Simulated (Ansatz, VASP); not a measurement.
Two plane-wave programs on CuI

```
I Cu
1.0
     0.00000    3.01115    3.01115
     3.01115    0.00000    3.01115
     3.01115    3.01115    0.00000
I Cu
1 1
Direct
  0.00000 0.00000 0.00000
  0.75000 0.75000 0.75000
```

Alike in both runs: task single point; functional HF; k mesh 4 × 4 × 4; occupations fermi-dirac, width 0.05 eV; no spin polarisation.

|  | VASP | Ansatz |
| --- | --- | --- |
| version | VASP 6.6.1 | Ansatz 0.2.0 |
| potentials or method | VASP PAW PBE potentials, release 64 (I, Cu) | Ansatz PAW |
| plane-wave cutoff (eV) | 520 | 420 |
| valence electrons in the cell | 18 | 36 |

|  | VASP | Ansatz | Ansatz less VASP |
| --- | --- | --- | --- |
| gap on the k mesh at the Fermi level (eV) | 9.89 | 9.95 | +0.062 |
| least direct gap on the mesh (eV) | 9.89 | 9.95 | +0.062 |
| pressure (GPa) | 9.4 | 10.3 | +0.88 |

VASP's potentials were made for PBE, not for HF. The functional is the same, so the differences come from potentials, cutoffs and numerics. VASP's potentials hold 18 valence electrons a cell and Ansatz's 36, so a difference there can come from the potentials and not from the codes.

The k mesh is coarse, so the values compare programs but aren't converged. Spin-orbit coupling is off throughout.
